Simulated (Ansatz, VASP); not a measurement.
Two plane-wave programs on Pd

INCAR

```
SYSTEM = Pd
PREC     = Accurate       ! precision mode
ENCUT    = 630            ! plane-wave cutoff, eV
EDIFF    = 1E-6           ! SCF threshold, eV
ISMEAR   = -1             ! smearing method
SIGMA    = 0.05           ! smearing width, eV
LREAL    = .FALSE.        ! projectors in reciprocal space
LASPH    = .TRUE.         ! aspherical terms in the spheres
NELM     = 120            ! most SCF steps
ALGO     = Normal         ! electronic algorithm
ISIF     = 2              ! what is computed and relaxed
LWAVE    = .FALSE.        ! write WAVECAR
LCHARG   = .FALSE.        ! write CHGCAR
GGA      = B5             ! functional
ALDAX    = 1.0          
AGGAX    = 1.0          
AGGAC    = 1.0          
ALDAC    = 0.0          
IVDW     = 12             ! dispersion correction
VDW_S6   = 1.0          
VDW_S8   = 2.6996       
VDW_A1   = 0.4298       
VDW_A2   = 4.2359       
NBANDS   = 15             ! bands
GGA_COMPAT= .FALSE.
```

The input KPOINTS:

```
Automatic mesh
0
G
  12 12 12
  0 0 0
```

File POSCAR:

```
Pd
1.0
    0.0000000000      1.9067643606      1.9067643606
    1.9067643606      0.0000000000      1.9067643606
    1.9067643606      1.9067643606      0.0000000000
Pd
1
Direct
    0.0000000000      0.0000000000      0.0000000000
```

input.yaml

```yaml
crystal:
  lattice:
    - [0.0, 1.9067643606, 1.9067643606]
    - [1.9067643606, 0.0, 1.9067643606]
    - [1.9067643606, 1.9067643606, 0.0]
  atoms:
    - { symbol: Pd, position: [0.0, 0.0, 0.0] }
hamiltonian:
  xc: blyp
  pseudopotentials: { kind: paw }
  dispersion: d3bj
kpoints:
  mp_grid: { grid: [12, 12, 12] }
scf:
  occupations: { method: fermi_dirac, width: 0.05 }
output:
  forces: true
  stress: true
  eigenvalues: true
  write_density: true
  write_potential: true
  elf: true
  volumetric_format: npy
```

Alike in both runs: task single point; functional BLYP; dispersion D3(BJ); k mesh 12 × 12 × 12; occupations fermi-dirac, width 0.05 eV; no spin polarisation.

|  | VASP | Ansatz |
| --- | --- | --- |
| version | VASP 6.6.1 | Ansatz 0.2.0 |
| potentials or method | VASP PAW PBE potentials, release 64 (Pd_sv_GW) | Ansatz PAW |
| plane-wave cutoff (eV) | 630 | 420 |
| valence electrons in the cell | 18 | 18 |

```tsv
	VASP	Ansatz	Ansatz less VASP
gap on the k mesh at the Fermi level (eV)	none	none	-
pressure (GPa)	15.0	14.7	-0.29
```

VASP's potentials were made for PBE, not for BLYP. A gap of «none» marks a metal or a gap that the smearing closes.
